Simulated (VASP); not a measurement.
Crystal: Bi2Te3.

```
Bi Te
1.0
     2.22186    1.28279   10.29944
    -2.22186    1.28279   10.29944
     0.00000   -2.56558   10.29944
Bi Te
2 3
Direct
  0.60000 0.60000 0.60000
  0.40000 0.40000 0.40000
  0.79050 0.79050 0.79050
  0.20950 0.20950 0.20950
  0.00000 0.00000 0.00000
```

Base run:

- Program: VASP 6.6.1
- Functional: PBE
- Potentials or basis: VASP PAW PBE potentials, release 64 (Bi_d, Te)
- Cutoff: 520 eV
- k mesh: 7 × 7 × 7
- Occupations: fermi-dirac, width 0.05 eV
- Spin: no spin polarisation

Its results: band gap on the k mesh 0.30 eV; pressure -0.1 GPa; largest force 0.263 eV/Å.

Question: The run is repeated on the same cell with these changes: dispersion from none to D4. What comes out?

Answer: Band gap on the k mesh 0.30 eV; pressure -2.2 GPa; largest force 0.268 eV/Å.

Dispersion adds attraction, which lowers the pressure at fixed volume and, as a term added to the energy, leaves the levels alone.

Caveats: spin-orbit coupling is left out, which moves the levels of the heavy elements; an odd mesh through Γ misses points on the zone boundary, where band edges can lie.
